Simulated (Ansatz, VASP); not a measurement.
**TePb: VASP beside Ansatz**

```xyz
2
Lattice="-0.0109 3.1373 3.1202 3.1302 0.0240 3.0853 3.1838 3.1561 -0.0297" Properties=species:S:1:pos:R:3 pbc="T T T"
Te    3.1418    3.1472    3.1130
Pb    0.0097    0.0115   -0.0251
```

Change from the starting cell: all atoms moved at random, cell strained at random.

Alike in both runs: task single point; functional PBEsol; k mesh 8 × 8 × 8; occupations gaussian, width 0.02 eV; no spin polarisation.

|  | VASP | Ansatz |
| --- | --- | --- |
| version | VASP 6.6.1 | Ansatz 0.2.0 |
| potentials or method | VASP PAW PBE potentials, release 64 (Te, Pb_d), cutoff 520 eV | scalar-relativistic, plane waves, PAW |
| valence electrons in the cell | 20 | 30 |

```tsv
	VASP	Ansatz	Ansatz less VASP
gap on the k mesh at the Fermi level (eV)	0.30	0.30	-0.005
least direct gap on the mesh (eV)	0.44	0.44	-0.004
pressure (GPa)	4.3	4.3	+0.01
traceless stress, the component that is largest in VASP (GPa)	-1.32	-1.32	+0.003
rms of the force components (eV/Å)	0.054	0.053	-0.0007
```

VASP's potentials were made for PBE, not for PBEsol. Atom by atom the forces differ by 0.001 eV/Å (rms over components). VASP's potentials hold 20 valence electrons a cell and Ansatz's 30, so a difference there can come from the potentials and not from the codes.

Neither program's run includes spin-orbit coupling.
